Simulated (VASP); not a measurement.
# MgS (Fmmm) in VASP: further runs

Runs on MgS. Level: PBE. Tasks: single point.

Everything below comes from runs of VASP 6.6.1. Logs are shortened: lines on timing, memory, paths and dates and some standing lists are left out, and cuts for length are marked.

## (1) The cell of the first run

The structure is orthorhombic, space group Fmmm (No. 69). Conventional cell: a = 4.423 Å, b = 5.203 Å, c = 5.984 Å, α = 90.00°, β = 90.00°, γ = 90.00°. Mg (site symmetry mmm) has 4 S at 2.21 to 2.60 Å within 2.9 Å. S (site symmetry mmm) has 4 Mg at 2.21 to 2.60 Å within 2.9 Å.

## (2) Single point, PBE (strain -0.1500 x Voigt [1, -1, 0, 0, 0, 0])

INCAR

```
SYSTEM = MgS
ALGO = Normal
EDIFF = 1E-6
ENCUT = 520
GGA = PE
ISIF = 2
ISMEAR = 0
LASPH = .True.
LCHARG = .False.
LREAL = .False.
LWAVE = .False.
NBANDS = 11
NELM = 100
PREC = Accurate
SIGMA = 0.05
```

KPOINTS

```
k-points
0
Gamma
  8 8 8
  0 0 0
```

POSCAR

```
MgS
1.0
    0.0000000000      2.9918975000      2.6016500000
    2.2114025000      0.0000000000      2.6016500000
    2.2114025000      2.9918975000      0.0000000000
Mg S
1 1
Direct
    0.0000000000      0.0000000000      0.0000000000
    0.5000000000      0.5000000000      0.5000000000
```

Potentials or basis: VASP PAW PBE potentials, release 64 (Mg, S).

Started as:

```sh
> cat potpaw_PBE.64/Mg/POTCAR potpaw_PBE.64/S/POTCAR > POTCAR
> mpirun -np 1 vasp_std > vasp.out
```

OUTCAR:

```text
SYSTEM = MgS
   EDIFF = 1E-6
   ENCUT = 520
   GGA = PE
   ISIF = 2
   ISMEAR = 0
   LASPH = .True.
   LREAL = .False.
   NELM = 100
   PREC = Accurate

 ion  position               nearest neighbor table
   1  0.000  0.000  0.000-   2 2.21   2 2.21   2 2.60   2 2.60   2 2.99   2 2.99
   2  0.500  0.500  0.500-   1 2.21   1 2.21   1 2.60   1 2.60   1 2.99   1 2.99

  LATTYP: Found a face centered orthorhombic cell.
 ALAT       =     4.4228050000
 B/A-ratio  =     1.1764705882
 C/A-ratio  =     1.3529411765

  Lattice vectors:

 A1 = (   0.0000000000,   2.9918975000,  -2.6016500000)
 A2 = (   2.2114025000,   2.9918975000,   0.0000000000)
 A3 = (   2.2114025000,   0.0000000000,  -2.6016500000)

Analysis of symmetry for initial positions (statically):
=====================================================================
 Subroutine PRICEL returns:
 Original cell was already a primitive cell.

 Routine SETGRP: Setting up the symmetry group for a
 face centered orthorhombic supercell.

 Subroutine GETGRP returns: Found  8 space group operations
 (whereof  8 operations were pure point group operations)
 out of a pool of  8 trial point group operations.

The static configuration has the point symmetry D_2h.

Analysis of symmetry for dynamics (positions and initial velocities):
=====================================================================
 Subroutine PRICEL returns:
 Original cell was already a primitive cell.

 Routine SETGRP: Setting up the symmetry group for a
 face centered orthorhombic supercell.

 Subroutine GETGRP returns: Found  8 space group operations
 (whereof  8 operations were pure point group operations)
 out of a pool of  8 trial point group operations.

The dynamic configuration has the point symmetry D_2h.

 Subroutine INISYM returns: Found  8 space group operations
 (whereof  8 operations are pure point group operations),
 and found     1 'primitive' translations

----------------------------------------------------------------------------------------

                                     Primitive cell

  volume of cell :      34.4265

  direct lattice vectors                    reciprocal lattice vectors
     0.000000000  2.991897500  2.601650000    -0.226100857  0.167118025  0.192185728
     2.211402500  0.000000000  2.601650000     0.226100857 -0.167118025  0.192185728
     2.211402500  2.991897500  0.000000000     0.226100857  0.167118025 -0.192185728

  length of vectors
     3.964849729  3.414510761  3.720450466     0.340566272  0.340566272  0.340566272

  position of ions in fractional coordinates (direct lattice)
     0.000000000  0.000000000  0.000000000
     0.500000000  0.500000000  0.500000000

  ion indices of the primitive-cell ions
   primitive index   ion index
                 1           1
                 2           2

----------------------------------------------------------------------------------------

 KPOINTS: k-points

Automatic generation of k-mesh.
 Grid dimensions read from file:
 generate k-points for:    8    8    8

 Generating k-lattice:

  Cartesian coordinates                     Fractional coordinates (reciprocal lattice)
    -0.028262607  0.020889753  0.024023216     0.125000000  0.000000000  0.000000000
     0.028262607 -0.020889753  0.024023216    -0.000000000  0.125000000 -0.000000000
     0.028262607  0.020889753 -0.024023216     0.000000000  0.000000000  0.125000000

  Length of vectors
     0.042570784  0.042570784  0.042570784

  Shift w.r.t. Gamma in fractional coordinates (k-lattice)
     0.000000000  0.000000000  0.000000000

 Subroutine IBZKPT returns following result:
 ===========================================

 Found     95 irreducible k-points:

 Following reciprocal coordinates:
            Coordinates               Weight
  0.000000  0.000000  0.000000      1.000000
  0.125000  0.000000 -0.000000      8.000000
  0.250000  0.000000 -0.000000      8.000000
  0.375000  0.000000  0.000000      8.000000
  0.500000  0.000000 -0.000000      4.000000
  0.125000  0.125000  0.000000      2.000000
[... 16 lines left out ...]
  0.250000  0.000000  0.125000      8.000000
  0.375000 -0.000000  0.125000      8.000000
 [... further k-points ...]
   k-points           NKPTS =     95   k-points in BZ     NKDIM =     95   number of bands    NBANDS=     11
   number of dos      NEDOS =    301   number of ions     NIONS =      2
   total plane-waves  NPLWV =  23520
   dimension x,y,z NGX =    30 NGY =   28 NGZ =   28
   dimension x,y,z NGXF=    60 NGYF=   56 NGZF=   56
   ions per type =               1   1
   NGX,Y,Z   is equivalent  to a cutoff of  12.58, 13.63, 12.51 a.u.
   NGXF,Y,Z  is equivalent  to a cutoff of  25.16, 27.27, 25.02 a.u.
 SYSTEM =  MgS
   PREC   = accura    normal or accurate (medium, high low for compatibility)
   ISTART =      0    job   : 0-new  1-cont  2-samecut
   ICHARG =      2    charge: 1-file 2-atom 10-const
   ISPIN  =      1    spin polarized calculation?
   LNONCOLLINEAR =      F non collinear calculations
   LSORBIT =      F    spin-orbit coupling
   LASPH  =      T    aspherical Exc in radial PAW
   ENCUT  =  520.0 eV  38.22 Ry    6.18 a.u.   7.37  6.35  6.92*2*pi/ulx,y,z
   NELM   =    100;   NELMIN=  2; NELMDL= -5     # of ELM steps
   EDIFF  = 0.1E-05   stopping-criterion for ELM
   LREAL  =      F    real-space projection
   EDIFFG = 0.1E-04   stopping-criterion for IOM
   NSW    =      0    number of steps for IOM
   IBRION =     -1    ionic relax: 0-MD 1-quasi-New 2-CG
   NFREE  =      0    steps in history (QN), initial steepest desc. (CG)
   ISIF   =      2    stress and relaxation
   ISYM   =      2    0-nonsym 1-usesym 2-fastsym
   POTIM  = 0.5000    time-step for ionic-motion
   TEBEG  =    0.0;   TEEND  =   0.0 temperature during run
   PSTRESS=    0.0 pullay stress
   NELECT =       8.0000    total number of electrons
   NUPDOWN=      -1.0000    fix difference up-down
   EMIN   =  10.00;   EMAX   =-10.00  energy-range for DOS
   EFERMI =   0.00;   METHOD = LEGACY
   ISMEAR =     0;   SIGMA  =   0.05  broadening in eV -4-tet -1-fermi 0-gaus
   EFERMI_NEDOS =   21; number of points for ismear=-14 and -15
   IALGO  =     38    algorithm
   IMIX   =      4    mixing-type and parameters
     AMIX     =   0.40;   BMIX     =  1.00
     AMIX_MAG =   1.60;   BMIX_MAG =  1.00
  volume/ion in A,a.u.               =      17.21       116.16
  Fermi-wavevector in a.u.,A,eV,Ry     =   1.006484  1.901980 13.782849  1.013011
  Thomas-Fermi vector in A             =   2.139230
   LORBIT       =      0    0 simple, 1 ext, 2 COOP (PROOUT), +10 PAW based schemes
   GGA     = PE    functional components
   LHFCALC =     F    Hartree Fock is set to
   AEXX    =    0.0000 exact exchange contribution
   IVDW    =     0    specifies the selected vdW correction
   LEPSILON=     F    determine dielectric tensor
   LRPA    =     F    only Hartree local field effects (RPA)
 non-spin polarized calculation
 Gauss-broadening in eV      SIGMA  =   0.05
  energy-cutoff  :      520.00
  volume of cell :       34.43
 maximum number of plane-waves:       942
 NGX is ok and might be reduce to    30
   NGX = 15   NGY = 13   NGZ = 13

 number of electron       8.0000001 magnetization

 Free energy of the ion-electron system (eV)
  ---------------------------------------------------
  ext. energy  EPLUGINS =         0.00000000
  ---------------------------------------------------
  free energy    TOTEN  =        -7.79600593 eV

  energy without entropy =       -7.79600593  energy(sigma->0) =       -7.79600593

 E-fermi :   4.3578     XC(G=0):  -9.6813

 val. band max:        4.1315087084   @ k =   0.0000   0.0000   0.0000
 cond. band min:       6.7651281807   @ k =   0.0000   0.5000   0.5000
 fundamental gap:      2.6336194723
 Fermi energy:         4.3577807647

 k-point     1 :       0.0000    0.0000    0.0000
  band No.  band energies     occupation
      1      -9.0786      2.00000
      2       3.1030      2.00000
      3       3.9495      2.00000
      4       4.1315      2.00000
      5       7.6296      0.00000
      6      10.6820      0.00000
      7      12.1913      0.00000
      8      12.4881      0.00000
      9      13.8469      0.00000
     10      14.5931      0.00000
     11      15.6650      0.00000

 k-point     2 :       0.1250    0.0000   -0.0000
  band No.  band energies     occupation
      1      -8.9177      2.00000
      2       2.4589      2.00000
      3       3.6166      2.00000
      4       3.8343      2.00000
      5       8.3738      0.00000
      6      11.0277      0.00000
      7      11.5016      0.00000
      8      12.7737      0.00000
      9      13.4558      0.00000
     10      14.6783      0.00000
     11      15.9560      0.00000

 k-point     3 :       0.2500    0.0000   -0.0000
  band No.  band energies     occupation
      1      -8.4814      2.00000
      2       0.8372      2.00000
      3       3.2409      2.00000
      4       3.5584      2.00000
      5       8.6850      0.00000
      6      10.5724      0.00000
      7      11.9306      0.00000
      8      13.5446      0.00000
      9      14.4254      0.00000
     10      14.5667      0.00000
     11      17.1136      0.00000
[... 267 lines left out ...]
 k-point    23 :       0.2500    0.0000    0.1250
  band No.  band energies     occupation
      1      -8.6719      2.00000
      2       1.6846      2.00000
      3       2.7632      2.00000
      4       3.6261      2.00000
      5       9.5232      0.00000
      6      10.5392      0.00000
      7      10.8277      0.00000
      8      13.7284      0.00000
      9      13.8522      0.00000
     10      15.3762      0.00000
     11      18.1785      0.00000

 k-point    24 :       0.3750   -0.0000    0.1250
  band No.  band energies     occupation
      1      -8.1883      2.00000
      2       0.2672      2.00000
      3       2.3010      2.00000
      4       3.3540      2.00000
      5       9.3571      0.00000
      6       9.9915      0.00000
      7      12.6026      0.00000
      8      13.4846      0.00000
      9      15.3985      0.00000
     10      16.3345      0.00000
     11      17.9798      0.00000

 [... further k-points ...]

------------------------ aborting loop because EDIFF is reached ----------------------------------------

  FORCE on cell =-STRESS in cart. coord.  units (eV):
  Direction    XX          YY          ZZ          XY          YZ          ZX
  --------------------------------------------------------------------------------------
  -------------------------------------------------------------------------------------
  Total        9.5602080     -0.8731768      1.2124864      0.0000000      0.0000000      0.0000000
  in kB      444.9226846    -40.6367882     56.4279252      0.0000000      0.0000000      0.0000000
  external PRESSURE =     153.5712739 kB  Pullay stress =       0.0000000 kB

 VOLUME and BASIS-vectors are now :
 -----------------------------------------------------------------------------
  energy-cutoff  :      520.00
  volume of cell :       34.43
      direct lattice vectors                 reciprocal lattice vectors
     0.000000000  2.991897500  2.601650000    -0.226100857  0.167118025  0.192185728
     2.211402500  0.000000000  2.601650000     0.226100857 -0.167118025  0.192185728
     2.211402500  2.991897500  0.000000000     0.226100857  0.167118025 -0.192185728

 POSITION                                       TOTAL-FORCE (eV/Angst)
 -----------------------------------------------------------------------------------
      0.00000      0.00000      0.00000         0.000000      0.000000      0.000000
      2.21140      2.99190      2.60165         0.000000     -0.000000      0.000000
 -----------------------------------------------------------------------------------
    total drift:                               -0.000000     -0.000000      0.000000

  FREE ENERGIE OF THE ION-ELECTRON SYSTEM (eV)
  ---------------------------------------------------
  free  energy   TOTEN  =        -7.7960059291 eV

  energy  without entropy=       -7.7960059291  energy(sigma->0) =       -7.79600593
```

Run time: 29 s. Hardware: 1 thread of Intel Xeon Platinum 8259CL at 2.50GHz (Skylake/Cascade Lake), shared host; peak memory 0.18 GiB.

Results:

```yaml
Free_energy: -7.7960 eV
Pressure: 15.4 GPa
Band_gap_on_the_k_mesh: 2.63 eV, indirect (least direct gap 3.50 eV)
```

Stress tensor (GPa, compression positive):
```
44.49  0.00  0.00
 0.00 -4.06  0.00
 0.00  0.00  5.64
```

Levels at points of the mesh, in eV from the valence-band top:
| k point | band 1 | band 2 | band 3 | band 4 | band 5 | band 6 | band 7 | band 8 |
| --- | --- | --- | --- | --- | --- | --- | --- | --- |
| (0.00, 0.00, 0.00) | -13.21 | -1.03 | -0.18 | 0.00 | 3.50 | 6.55 | 8.06 | 8.36 |
| (0.50, 0.00, 0.00) | -11.81 | -5.32 | -1.39 | -0.70 | 3.73 | 5.89 | 9.19 | 10.06 |
| (0.50, 0.50, 0.00) | -11.41 | -4.73 | -3.01 | -0.70 | 3.03 | 4.64 | 10.03 | 11.12 |
| (0.50, 0.00, 0.50) | -12.12 | -4.68 | -1.94 | -0.66 | 4.05 | 4.73 | 10.39 | 11.98 |
| (0.00, 0.50, 0.50) | -11.05 | -4.26 | -3.30 | -2.06 | 2.63 | 3.64 | 11.09 | 12.23 |

Caveat: the cell differs from its parent crystal (strain -0.1500 x Voigt [1, -1, 0, 0, 0, 0]). A k mesh can miss the band edges.

## (3) Single point, PBE (strain +0.1125 x Voigt [1, -1, 0, 0, 0, 0])

INCAR

```
SYSTEM = MgS
PREC = Accurate
ENCUT = 520
EDIFF = 1E-6
ISMEAR = 0
SIGMA = 0.05
LREAL = .FALSE.
LASPH = .TRUE.
NELM = 80
ALGO = Normal
ISIF = 2
LWAVE = .FALSE.
LCHARG = .FALSE.
GGA = PE
NBANDS = 11
```

KPOINTS

```
Automatic mesh
0
G
  8 8 8
  0 0 0
```

POSCAR

```
MgS
1.0
    0.0000000000      2.3089643750      2.6016500000
    2.8943356250      0.0000000000      2.6016500000
    2.8943356250      2.3089643750      0.0000000000
Mg S
1 1
Direct
    0.0000000000      0.0000000000      0.0000000000
    0.5000000000      0.5000000000      0.5000000000
```

Potentials or basis: VASP PAW PBE potentials, release 64 (Mg, S).

Started as:

```sh
> cat potpaw_PBE.64/Mg/POTCAR potpaw_PBE.64/S/POTCAR > POTCAR
> mpirun -np 1 vasp_std > vasp.out
```

Wall time 38 s (1 thread of Intel Xeon Platinum 8259CL at 2.50GHz (Skylake/Cascade Lake), shared host); peak memory 0.18 GiB.

The run converged. Its results:

```
Free energy            : -8.1513 eV
Pressure               : 8.6 GPa
Band gap on the k mesh : 2.49 eV, indirect (least direct gap 3.57 eV)
```

Stress tensor (GPa, compression positive):
```
-4.23  0.00  0.00
 0.00 26.31  0.00
 0.00  0.00  3.58
```

Levels at points of the mesh, in eV from the valence-band top:
```
           k point  band 1  band 2  band 3  band 4  band 5  band 6  band 7  band 8  band 9
(0.00, 0.00, 0.00)  -13.02   -0.78   -0.04    0.00    3.57    6.83    7.97    8.80    9.18
(0.50, 0.00, 0.00)  -11.66   -5.15   -1.16   -0.63    3.98    6.09    8.40   10.11   12.03
(0.50, 0.50, 0.00)  -11.27   -4.54   -2.74   -0.91    2.86    4.48   10.63   11.62   11.69
(0.50, 0.00, 0.50)  -10.96   -4.26   -2.88   -1.94    2.49    3.83   11.46   12.79   12.96
(0.00, 0.50, 0.50)  -11.78   -4.54   -1.89   -0.91    3.61    4.63   10.72   12.23   12.62
```

Caveat: the cell differs from its parent crystal (strain +0.1125 x Voigt [1, -1, 0, 0, 0, 0]). A k mesh can miss the band edges.
